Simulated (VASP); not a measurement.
# MgS (sol) (F-43m) in VASP: notebook

The runs below take MgS (sol) through single point, relaxation of cell and atoms, with PBEsol.

Everything below comes from runs of VASP 6.6.1. Logs are shortened: lines on timing, memory, paths and dates and some standing lists are left out, and cuts for length are marked.

### Step 1. The cell of the first run

The structure is cubic, space group F-43m (No. 216). The conventional cell has a = 5.651 Å, b = 5.651 Å, c = 5.651 Å, α = 90.00°, β = 90.00°, γ = 90.00°. Within 3.2 Å of Mg (site symmetry -43m) lie 4 S at 2.45 Å. Within 3.2 Å of S (site symmetry -43m) lie 4 Mg at 2.45 Å.

### Step 2. Single point, PBEsol

INCAR reads:

```
SYSTEM = MgS
ALGO = Normal ; EDIFF = 1E-6
ENCUT = 600 ; GGA = PS
GGA_COMPAT = .False. ; ISIF = 2
ISMEAR = 0 ; LASPH = .True.
LCHARG = .True. ; LELF = .True.
LREAL = .False. ; LVHAR = .True.
LWAVE = .False. ; NBANDS = 11
NELM = 120 ; PREC = Accurate
SIGMA = 0.01
```

KPOINTS reads:

```
k-points
0
Gamma
  6 6 6
  0 0 0
```

POSCAR reads:

```
MgS
1.0
    0.0000000000      2.8257015369      2.8257015369
    2.8257015369      0.0000000000      2.8257015369
    2.8257015369      2.8257015369      0.0000000000
Mg S
1 1
Direct
    0.0000000000      0.0000000000      0.0000000000
    0.2500000000      0.2500000000      0.2500000000
```

Potentials or basis: VASP PAW PBE potentials, release 64 (Mg, S).

Command:

```bash
> cat potpaw_PBE.64/Mg/POTCAR potpaw_PBE.64/S/POTCAR > POTCAR
> mpirun -np 1 vasp_std > vasp.out
```

OUTCAR:

```text
SYSTEM = MgS
   EDIFF = 1E-6
   ENCUT = 600
   GGA = PS
   ISIF = 2
   ISMEAR = 0
   LASPH = .True.
   LREAL = .False.
   NELM = 120
   PREC = Accurate

 ion  position               nearest neighbor table
   1  0.000  0.000  0.000-   2 2.45   2 2.45   2 2.45   2 2.45
   2  0.250  0.250  0.250-   1 2.45   1 2.45   1 2.45   1 2.45

  LATTYP: Found a face centered cubic cell.
 ALAT       =     5.6514030738

  Lattice vectors:

 A1 = (   0.0000000000,   2.8257015369,   2.8257015369)
 A2 = (   2.8257015369,   0.0000000000,   2.8257015369)
 A3 = (   2.8257015369,   2.8257015369,   0.0000000000)

Analysis of symmetry for initial positions (statically):
=====================================================================
 Subroutine PRICEL returns:
 Original cell was already a primitive cell.

 Routine SETGRP: Setting up the symmetry group for a
 face centered cubic supercell.

 Subroutine GETGRP returns: Found 24 space group operations
 (whereof 24 operations were pure point group operations)
 out of a pool of 48 trial point group operations.

The static configuration has the point symmetry T_d .

Analysis of symmetry for dynamics (positions and initial velocities):
=====================================================================
 Subroutine PRICEL returns:
 Original cell was already a primitive cell.

 Routine SETGRP: Setting up the symmetry group for a
 face centered cubic supercell.

 Subroutine GETGRP returns: Found 24 space group operations
 (whereof 24 operations were pure point group operations)
 out of a pool of 48 trial point group operations.

The dynamic configuration has the point symmetry T_d .

 Subroutine INISYM returns: Found 24 space group operations
 (whereof 24 operations are pure point group operations),
 and found     1 'primitive' translations

----------------------------------------------------------------------------------------

                                     Primitive cell

  volume of cell :      45.1241

  direct lattice vectors                    reciprocal lattice vectors
     0.000000000  2.825701537  2.825701537    -0.176947209  0.176947209  0.176947209
     2.825701537  0.000000000  2.825701537     0.176947209 -0.176947209  0.176947209
     2.825701537  2.825701537  0.000000000     0.176947209  0.176947209 -0.176947209

  length of vectors
     3.996145437  3.996145437  3.996145437     0.306481556  0.306481556  0.306481556

  position of ions in fractional coordinates (direct lattice)
     0.000000000  0.000000000  0.000000000
     0.250000000  0.250000000  0.250000000

  ion indices of the primitive-cell ions
   primitive index   ion index
                 1           1
                 2           2

----------------------------------------------------------------------------------------

 KPOINTS: k-points

Automatic generation of k-mesh.
 Grid dimensions read from file:
 generate k-points for:    6    6    6

 Generating k-lattice:

  Cartesian coordinates                     Fractional coordinates (reciprocal lattice)
    -0.029491201  0.029491201  0.029491201     0.166666667  0.000000000  0.000000000
     0.029491201 -0.029491201  0.029491201     0.000000000  0.166666667  0.000000000
     0.029491201  0.029491201 -0.029491201     0.000000000  0.000000000  0.166666667

  Length of vectors
     0.051080259  0.051080259  0.051080259

  Shift w.r.t. Gamma in fractional coordinates (k-lattice)
     0.000000000  0.000000000  0.000000000

 Subroutine IBZKPT returns following result:
 ===========================================

 Found     16 irreducible k-points:

 Following reciprocal coordinates:
            Coordinates               Weight
  0.000000  0.000000  0.000000      1.000000
  0.166667  0.000000  0.000000      8.000000
  0.333333  0.000000  0.000000      8.000000
  0.500000  0.000000  0.000000      4.000000
  0.166667  0.166667  0.000000      6.000000
  0.333333  0.166667  0.000000     24.000000
[... 8 lines left out ...]
 -0.333333  0.333333  0.166667     24.000000
 -0.333333  0.500000  0.166667     12.000000
   k-points           NKPTS =     16   k-points in BZ     NKDIM =     16   number of bands    NBANDS=     11
   number of dos      NEDOS =    301   number of ions     NIONS =      2
   total plane-waves  NPLWV =  32768
   dimension x,y,z NGX =    32 NGY =   32 NGZ =   32
   dimension x,y,z NGXF=    64 NGYF=   64 NGZF=   64
   ions per type =               1   1
   NGX,Y,Z   is equivalent  to a cutoff of  13.31, 13.31, 13.31 a.u.
   NGXF,Y,Z  is equivalent  to a cutoff of  26.63, 26.63, 26.63 a.u.
 SYSTEM =  MgS
   PREC   = accura    normal or accurate (medium, high low for compatibility)
   ISTART =      0    job   : 0-new  1-cont  2-samecut
   ICHARG =      2    charge: 1-file 2-atom 10-const
   ISPIN  =      1    spin polarized calculation?
   LNONCOLLINEAR =      F non collinear calculations
   LSORBIT =      F    spin-orbit coupling
   LASPH  =      T    aspherical Exc in radial PAW
   ENCUT  =  600.0 eV  44.10 Ry    6.64 a.u.   7.98  7.98  7.98*2*pi/ulx,y,z
   NELM   =    120;   NELMIN=  2; NELMDL= -5     # of ELM steps
   EDIFF  = 0.1E-05   stopping-criterion for ELM
   LREAL  =      F    real-space projection
   EDIFFG = 0.1E-04   stopping-criterion for IOM
   NSW    =      0    number of steps for IOM
   IBRION =     -1    ionic relax: 0-MD 1-quasi-New 2-CG
   NFREE  =      0    steps in history (QN), initial steepest desc. (CG)
   ISIF   =      2    stress and relaxation
   ISYM   =      2    0-nonsym 1-usesym 2-fastsym
   POTIM  = 0.5000    time-step for ionic-motion
   TEBEG  =    0.0;   TEEND  =   0.0 temperature during run
   PSTRESS=    0.0 pullay stress
   NELECT =       8.0000    total number of electrons
   NUPDOWN=      -1.0000    fix difference up-down
   EMIN   =  10.00;   EMAX   =-10.00  energy-range for DOS
   EFERMI =   0.00;   METHOD = LEGACY
   ISMEAR =     0;   SIGMA  =   0.01  broadening in eV -4-tet -1-fermi 0-gaus
   EFERMI_NEDOS =   21; number of points for ismear=-14 and -15
   IALGO  =     38    algorithm
   IMIX   =      4    mixing-type and parameters
     AMIX     =   0.40;   BMIX     =  1.00
     AMIX_MAG =   1.60;   BMIX_MAG =  1.00
  volume/ion in A,a.u.               =      22.56       152.26
  Fermi-wavevector in a.u.,A,eV,Ry     =   0.919677  1.737937 11.507880  0.845805
  Thomas-Fermi vector in A             =   2.044897
   LORBIT       =      0    0 simple, 1 ext, 2 COOP (PROOUT), +10 PAW based schemes
   GGA     = PS    functional components
   LHFCALC =     F    Hartree Fock is set to
   AEXX    =    0.0000 exact exchange contribution
   IVDW    =     0    specifies the selected vdW correction
   LEPSILON=     F    determine dielectric tensor
   LRPA    =     F    only Hartree local field effects (RPA)
 non-spin polarized calculation
 Gauss-broadening in eV      SIGMA  =   0.01
  energy-cutoff  :      600.00
  volume of cell :       45.12
 maximum number of plane-waves:      1524
   NGX = 15   NGY = 15   NGZ = 15

 number of electron       8.0000000 magnetization

 Free energy of the ion-electron system (eV)
  ---------------------------------------------------
  ext. energy  EPLUGINS =         0.00000000
  ---------------------------------------------------
  free energy    TOTEN  =        -8.91747590 eV

  energy without entropy =       -8.91747590  energy(sigma->0) =       -8.91747590

 E-fermi :   1.1567     XC(G=0):  -8.5979

 val. band max:        1.0364541345   @ k =   0.0000   0.0000   0.0000
 cond. band min:       4.3593319411   @ k =   0.0000   0.0000   0.0000
 fundamental gap:      3.3228778067
 Fermi energy:         1.1567033759

 k-point     1 :       0.0000    0.0000    0.0000
  band No.  band energies     occupation
      1     -10.2510      2.00000
      2       1.0365      2.00000
      3       1.0365      2.00000
      4       1.0365      2.00000
      5       4.3593      0.00000
      6       8.9228      0.00000
      7       8.9228      0.00000
      8       8.9228      0.00000
      9      11.8313      0.00000
     10      11.8313      0.00000
     11      14.6281      0.00000

 k-point     2 :       0.1667    0.0000    0.0000
  band No.  band energies     occupation
      1     -10.0957      2.00000
      2      -0.0650      2.00000
      3       0.9451      2.00000
      4       0.9451      2.00000
      5       5.3810      0.00000
      6       8.6633      0.00000
      7       9.1761      0.00000
      8       9.1761      0.00000
      9      11.2127      0.00000
     10      11.2127      0.00000
     11      13.6372      0.00000

 k-point     3 :       0.3333    0.0000    0.0000
  band No.  band energies     occupation
      1      -9.7476      2.00000
      2      -1.5459      2.00000
      3       0.7796      2.00000
      4       0.7796      2.00000
      5       6.0738      0.00000
      6       8.8806      0.00000
      7       8.8806      0.00000
      8       9.0969      0.00000
      9      12.1842      0.00000
     10      12.1842      0.00000
     11      13.0036      0.00000

 k-point     4 :       0.5000    0.0000    0.0000
  band No.  band energies     occupation
      1      -9.5490      2.00000
      2      -2.1665      2.00000
      3       0.7041      2.00000
      4       0.7041      2.00000
      5       6.0512      0.00000
      6       8.5850      0.00000
      7       8.5850      0.00000
      8       9.4860      0.00000
      9      13.7867      0.00000
     10      14.2153      0.00000
     11      14.2153      0.00000
[... 127 lines left out ...]
 k-point    14 :       0.5000    0.3333    0.1667
  band No.  band energies     occupation
      1      -9.5101      2.00000
      2      -1.4592      2.00000
      3      -0.3085      2.00000
      4       0.3257      2.00000
      5       6.5817      0.00000
      6       8.0577      0.00000
      7       8.4420      0.00000
      8      10.7746      0.00000
      9      11.6597      0.00000
     10      14.5270      0.00000
     11      15.3595      0.00000

 k-point    15 :      -0.3333    0.3333    0.1667
  band No.  band energies     occupation
      1      -9.3754      2.00000
      2      -1.5620      2.00000
      3      -0.6699      2.00000
      4       0.1174      2.00000
      5       6.6614      0.00000
      6       7.9886      0.00000
      7       9.3961      0.00000
      8      10.2551      0.00000
      9      12.1972      0.00000
     10      14.0073      0.00000
     11      15.3026      0.00000

 k-point    16 :      -0.3333    0.5000    0.1667
  band No.  band energies     occupation
      1      -9.3157      2.00000
      2      -1.5170      2.00000
      3      -0.5603      2.00000
      4      -0.2607      2.00000
      5       5.8621      0.00000
      6       7.8080      0.00000
      7      10.3372      0.00000
      8      10.3784      0.00000
      9      13.4901      0.00000
     10      14.8117      0.00000
     11      14.9226      0.00000

------------------------ aborting loop because EDIFF is reached ----------------------------------------

  FORCE on cell =-STRESS in cart. coord.  units (eV):
  Direction    XX          YY          ZZ          XY          YZ          ZX
  --------------------------------------------------------------------------------------
  -------------------------------------------------------------------------------------
  Total       -0.0160220     -0.0160220     -0.0160220     -0.0000000     -0.0000000     -0.0000000
  in kB       -0.5688762     -0.5688762     -0.5688762     -0.0000000     -0.0000000     -0.0000000
  external PRESSURE =      -0.5688762 kB  Pullay stress =       0.0000000 kB

 VOLUME and BASIS-vectors are now :
 -----------------------------------------------------------------------------
  energy-cutoff  :      600.00
  volume of cell :       45.12
      direct lattice vectors                 reciprocal lattice vectors
     0.000000000  2.825701537  2.825701537    -0.176947209  0.176947209  0.176947209
     2.825701537  0.000000000  2.825701537     0.176947209 -0.176947209  0.176947209
     2.825701537  2.825701537  0.000000000     0.176947209  0.176947209 -0.176947209

 POSITION                                       TOTAL-FORCE (eV/Angst)
 -----------------------------------------------------------------------------------
      0.00000      0.00000      0.00000        -0.000000      0.000000      0.000000
      1.41285      1.41285      1.41285         0.000000     -0.000000     -0.000000
 -----------------------------------------------------------------------------------
    total drift:                               -0.000000     -0.000000     -0.000000

  FREE ENERGIE OF THE ION-ELECTRON SYSTEM (eV)
  ---------------------------------------------------
  free  energy   TOTEN  =        -8.9174759028 eV

  energy  without entropy=       -8.9174759028  energy(sigma->0) =       -8.91747590
```

Run time: 16 s. Hardware: 1 thread of Intel Xeon 8259CL, shared host; peak memory 0.17 GiB.

Results:

* Free energy: -8.9175 eV
* Pressure: -0.1 GPa
* Band gap on the k mesh: 3.32 eV, direct

Levels at points of the mesh, in eV from the valence-band top:
| k point | band 1 | band 2 | band 3 | band 4 | band 5 | band 6 | band 7 | band 8 | band 9 |
| --- | --- | --- | --- | --- | --- | --- | --- | --- | --- |
| (0.00, 0.00, 0.00) | -11.29 | 0.00 | 0.00 | 0.00 | 3.32 | 7.89 | 7.89 | 7.89 | 10.79 |
| (0.50, 0.00, 0.00) | -10.59 | -3.20 | -0.33 | -0.33 | 5.01 | 7.55 | 7.55 | 8.45 | 12.75 |
| (0.50, 0.50, 0.00) | -10.36 | -2.87 | -1.06 | -1.06 | 3.70 | 5.55 | 11.08 | 12.21 | 12.21 |

Caveat: the PAW data sets were made with another functional, which shifts forces and pressure a little. A k mesh can miss the band edges.

(Part 1 of 2 ends here.)
